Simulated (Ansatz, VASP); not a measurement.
## LiCl: VASP beside Ansatz

```
Li Cl
1.0
     0.30777    2.49910    2.49910
     2.80687    0.00000    2.80687
     2.80687    2.80687    0.00000
Li Cl
1 1
Direct
  0.00000 0.00000 0.00000
  0.50000 0.50000 0.50000
```

Alike in both runs: task single point; functional PBE; k mesh 8 × 8 × 8; occupations gaussian, width 0.02 eV; no spin polarisation.

```csv
,VASP,Ansatz
version,VASP 6.6.1,Ansatz 0.2.0
potentials or method,"VASP PAW PBE potentials, release 64 (Li_sv, Cl), cutoff 520 eV","scalar-relativistic, plane waves, PAW"
valence electrons in the cell,10,10
```

```tsv
	VASP	Ansatz	Ansatz less VASP
gap on the k mesh at the Fermi level (eV)	5.19	5.18	-0.013
least direct gap on the mesh (eV)	5.19	5.18	-0.013
```

Noted on VASP's run: the cutoff is short for stress, so the pressure is rough.
